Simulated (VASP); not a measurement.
Rh: single point with PBEsol

The system is Rh.

```
Rh
1.0
    -1.45207    1.45207    1.45207
     1.45207   -1.45207    1.45207
     1.45207    1.45207   -1.45207
Rh
1
Direct
  0.00000 0.00000 0.00000
```

This cell differs from its parent crystal: volume scaled by 0.88.

```
Program                : VASP 6.6.1
Task                   : single point
Functional             : PBEsol
Potentials or basis    : VASP PAW PBE potentials, release 64 (Rh_pv)
Cutoff                 : 520 eV
k mesh                 : 16 × 16 × 16
Occupations            : fermi-dirac, width 0.1 eV
Spin                   : no spin polarisation
Dipole correction      : no
Further INCAR settings : ALGO = Normal; EDIFF = 1e-06; NBANDS = 14
```

```yaml
Pressure: 47.0 GPa
```

Levels at points of the mesh, in eV from the Fermi level:
```tsv
k point	band 4	band 5	band 6	band 7	band 8	band 9	band 10	band 11
(0.00, 0.00, 0.00)	-8.71	-3.56	-3.56	-3.56	-0.59	-0.59	18.52	18.52
(0.50, 0.00, 0.00)	-7.05	-5.43	-0.62	-0.11	1.23	2.03	10.91	14.72
(0.50, 0.50, 0.50)	-7.19	-7.19	1.38	1.38	1.38	10.10	10.10	10.10
```

Run time: 20 s on 1 thread of AMD EPYC 7R43 64-Core Processor (Zen 3), with other jobs on the host, peak memory 0.11 GiB.

Caveat: the PAW data sets were made with another functional, which shifts forces and pressure a little.
